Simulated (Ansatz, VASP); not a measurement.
## One calculation of InP, two programs

```xyz
8
Lattice="7.2773 0.0000 0.0000 0.0000 7.2773 0.0000 0.0000 0.0000 4.2154" Properties=species:S:1:pos:R:3 pbc="T T T"
In    4.9348    4.9348    0.0000
In    5.9812    1.2962    2.1077
In    2.3425    2.3425    0.0000
In    1.2962    5.9812    2.1077
P     5.9636    5.9636    2.1077
P     4.9524    2.3250    0.0000
P     1.3137    1.3137    2.1077
P     2.3250    4.9524    0.0000
```

Alike in both runs: task single point; functional PBE; k mesh 6 × 6 × 8; occupations gaussian, width 0.02 eV; no spin polarisation.

|  | VASP | Ansatz |
| --- | --- | --- |
| version | VASP 6.6.1 | Ansatz 0.2.0 |
| potentials or method | VASP PAW PBE potentials, release 64 (In_d, P), cutoff 520 eV | scalar-relativistic, plane waves, PAW |
| valence electrons in the cell | 72 | 72 |

|  | VASP | Ansatz | Ansatz less VASP |
| --- | --- | --- | --- |
| gap on the k mesh at the Fermi level (eV) | 0.57 | 0.57 | +0.003 |
| least direct gap on the mesh (eV) | 0.57 | 0.57 | +0.003 |
| pressure (GPa) | 0.0 | 0.0 | +0.03 |
